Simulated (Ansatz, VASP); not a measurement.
GaAs: VASP beside Ansatz

```xyz
2
Lattice="0.0000 2.8751 2.8751 2.8751 0.0000 2.8751 2.8751 2.8751 0.0000" Properties=species:S:1:pos:R:3 pbc="T T T"
Ga    0.0000    0.0000    0.0000
As    4.3126    4.3126    4.3126
```

Alike in both runs: task relaxation of cell and atoms; functional r2SCAN; k mesh 8 × 8 × 8; occupations gaussian, width 0.02 eV; no spin polarisation.

|  | VASP | Ansatz |
| --- | --- | --- |
| version | VASP 6.6.1 | Ansatz 0.2.0 |
| potentials or method | VASP PAW PBE potentials, release 64 (Ga_d, As), cutoff 600 eV | scalar-relativistic, plane waves, PAW |
| valence electrons in the cell | 18 | 28 |

VASP gave:

| Item | Value |
| --- | --- |
| gap on the k mesh at the Fermi level, each at its own relaxed structure (eV) | 0.93 |
| relaxed volume (Å³/atom) | 22.77 |
| relaxed cell length with the largest relative difference (Å) | 4.008 |

Estimate Ansatz's values.

gap on the k mesh at the Fermi level, each at its own relaxed structure (eV): 0.97; relaxed volume (Å³/atom): 22.73; relaxed cell length with the largest relative difference (Å): 4.006.

VASP's potentials were made for PBE, not for r2SCAN. VASP's potentials hold 18 valence electrons a cell and Ansatz's 28, so a difference there can come from the potentials and not from the codes.
